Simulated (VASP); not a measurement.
Input of a VASP 6.6.1 run:

The input POSCAR:

```
FeCo
1.0
    2.8382788998      0.0000000000      0.0000000000
    0.0000000000      2.8382788998      0.0000000000
    0.0000000000      0.0000000000      2.8382788998
Fe Co
1 1
Direct
    0.5000000000      0.5000000000      0.5000000000
    0.0000000000      0.0000000000      0.0000000000
```

The input INCAR.step1:

```
PREC = Accurate
ENCUT = 660
ISMEAR = 0
SIGMA = 0.1
LREAL = F
LASPH = T
NELM = 200
ISPIN = 2
MAGMOM = 3.41 2.16
LMAXMIX = 4
NBANDS = 20
GGA = PE
ALGO = Normal
EDIFF = 1E-5
LWAVE = T
LCHARG = F
GGA_COMPAT = F
```

The input INCAR.step2:

```
PREC = Accurate
ENCUT = 660
EDIFF = 1E-6
ISMEAR = 0
SIGMA = 0.1
LREAL = F
LASPH = T
NELM = 200
ALGO = Normal
ISIF = 2
LWAVE = F
LCHARG = F
ISPIN = 2
MAGMOM = 3.41 2.16
LORBIT = 11
LMAXMIX = 4
METAGGA = R2SCAN
LMIXTAU = T
NBANDS = 20
ISTART = 1
GGA_COMPAT = F
```

KPOINTS

```
Automatic mesh
0
Gamma
  14 14 14
```

Potentials or basis: VASP PAW PBE potentials, release 64 (Fe, Co).

The run is started by

```bash
$ cat potpaw_PBE.64/Fe/POTCAR potpaw_PBE.64/Co/POTCAR > POTCAR
$ cp INCAR.step1 INCAR
$ mpirun -np 1 vasp_std > vasp.out
$ cp INCAR.step2 INCAR
$ mpirun -np 1 vasp_std > vasp.out
```

Problem. Predict the net moment.

Solution. 4.80 μB per cell.

Problem. What does it give for the pressure?

Solution. -0.5 GPa.

Problem. Predict the site moments.

Solution. Fe +3.04; Co +1.88 μB.

Caveat: the PAW data sets were made with another functional, which shifts forces and pressure a little.
